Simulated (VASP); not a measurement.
A run of VASP 6.6.1 is set up as follows.

Contents of INCAR:

```
SYSTEM = Tl
ALGO = Normal
EDIFF = 1E-6
EDIFFG = -0.005
ENCUT = 600
GGA = PE
IBRION = 2
ISIF = 3
ISMEAR = 0
IVDW = 12
LASPH = .TRUE.
LCHARG = .FALSE.
LREAL = .FALSE.
LWAVE = .FALSE.
NELM = 100
NSW = 100
PREC = Accurate
SIGMA = 0.1
```

File KPOINTS:

```
k-points
0
G
  14 14 14
  0 0 0
```

File POSCAR:

```
Tl
1.0
    0.0000000000      2.4663412330      2.4663412330
    2.4663412330      0.0000000000      2.4663412330
    2.4663412330      2.4663412330      0.0000000000
Tl
1
Direct
    0.0000000000      0.0000000000      0.0000000000
```

Potentials or basis: VASP PAW PBE potentials, release 64 (Tl_d).

The run is started by

```console
$ cat potpaw_PBE.64/Tl_d/POTCAR > POTCAR
$ mpirun -np 1 vasp_std > vasp.out
```

Estimate the relaxed volume.

29.37 Å³/atom.

Estimate the space group after relaxing (to 0.05 Å).

Fm-3m (No. 225).

The path:
| step | energy change (eV) | largest force (eV/Å) | pressure (GPa) | volume (Å³) |
| --- | --- | --- | --- | --- |
| 1 | 0.0000 | 0.0000 | -0.67 | 30.00 |
| 2 | -0.0013 | 0.0000 | -0.11 | 29.46 |
| 3 | -0.0014 | 0.0000 | 0.01 | 29.37 |

Caveat: pairwise dispersion overbinds metals, which lowers pressure and volume.
